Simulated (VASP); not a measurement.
**SnSe: single point with PBEsol**

System: SnSe, a slab with vacuum.

```
Se Sn
1.0
     4.20411    0.00000    0.00000
    -2.10205    3.64087    0.00000
     0.00000    0.00000   27.01424
Se Sn
4 4
Direct
  0.33333 0.66667 0.27763
  0.00000 0.00000 0.40470
  0.66667 0.33333 0.53177
  0.33333 0.66667 0.65883
  0.66667 0.33333 0.34117
  0.33333 0.66667 0.46823
  0.00000 0.00000 0.59530
  0.66667 0.33333 0.72237
```

```
Program                : VASP 6.6.1
Task                   : single point
Functional             : PBEsol
Potentials or basis    : VASP PAW PBE potentials, release 64 (Se, Sn_d)
Cutoff                 : 520 eV
k mesh                 : 9 × 9 × 1
Occupations            : gaussian, width 0.05 eV
Spin                   : no spin polarisation
Dipole correction      : yes
Further INCAR settings : ALGO = Normal; EDIFF = 1e-06; NBANDS = 50
```

```
Largest force          : 2.039 eV/Å
Band gap on the k mesh : zero (bands 40 and 41 overlap by 0.12 eV)
```

Forces on the atoms (eV/Å):
```
Se   0.000  0.000  1.688
Se   0.000  0.000  0.724
Se   0.000  0.000  0.451
Se   0.000  0.000  0.691
Sn   0.000  0.000 -2.039
Sn   0.000  0.000 -0.572
Sn   0.000  0.000 -0.533
Sn   0.000  0.000 -0.410
```

Levels at points of the mesh, in eV from the Fermi level:
```tsv
k point	band 36	band 37	band 38	band 39	band 40	band 41	band 42	band 43	band 44	band 45
(0.00, 0.00, 0.00)	-1.41	-0.83	-0.48	-0.48	-0.41	0.64	1.20	1.23	1.23	2.08
```

Run time: 6.8 min on 1 thread of AMD EPYC 7R13 Processor (Zen 3), with other jobs on the host, peak memory 0.55 GiB.

Caveat: the PAW data sets were made with another functional, which shifts forces and pressure a little; spin-orbit coupling is left out, which moves the levels of the heavy elements.
